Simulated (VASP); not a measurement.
K2ICl, 4 atoms in the cell. It takes space group R-3m (No. 166, trigonal). The conventional cell has a = 4.680 Å, b = 4.680 Å, c = 23.162 Å, α = 90.00°, β = 90.00°, γ = 120.00°. Cl (site symmetry -3m) has 6 K at 3.20 Å within 4.2 Å. I (site symmetry -3m) has 6 K at 3.45 Å within 4.5 Å. Within 4.2 Å of K (site symmetry 3m) lie 3 Cl at 3.20 Å and 3 I at 3.45 Å.  This cell differs from its parent crystal: volume changed by -6%.

| Item | Value |
| --- | --- |
| Program | VASP 6.6.1 |
| Task | single point |
| Functional | PBE |
| Potentials or basis | VASP PAW PBE potentials, release 64 (Cl, I, K_sv) |
| Cutoff | 520 eV |
| k mesh | 6 × 6 × 6 |
| Occupations | gaussian, width 0.01 eV |
| Spin | no spin polarisation |
| Dipole correction | no |
| Further INCAR settings | ALGO = Normal; EDIFF = 1e-06; NBANDS = 24 |

Potentials or basis: VASP PAW PBE potentials, release 64 (Cl, I, K_sv).

Command:

```console
$ cat potpaw_PBE.64/Cl/POTCAR potpaw_PBE.64/I/POTCAR potpaw_PBE.64/K_sv/POTCAR > POTCAR
$ mpirun -np 1 vasp_std > vasp.out
```

Hardware: 1 thread of Intel(R) Xeon(R) Platinum 8488C (Sapphire Rapids), with other jobs on the host.

Task: Estimate the wall time of this run.

Result: Wall time 3.6 min on 1 thread of Intel(R) Xeon(R) Platinum 8488C (Sapphire Rapids), on a shared host, peak memory 0.59 GiB. Counts: scf iterations 14, k points 32.
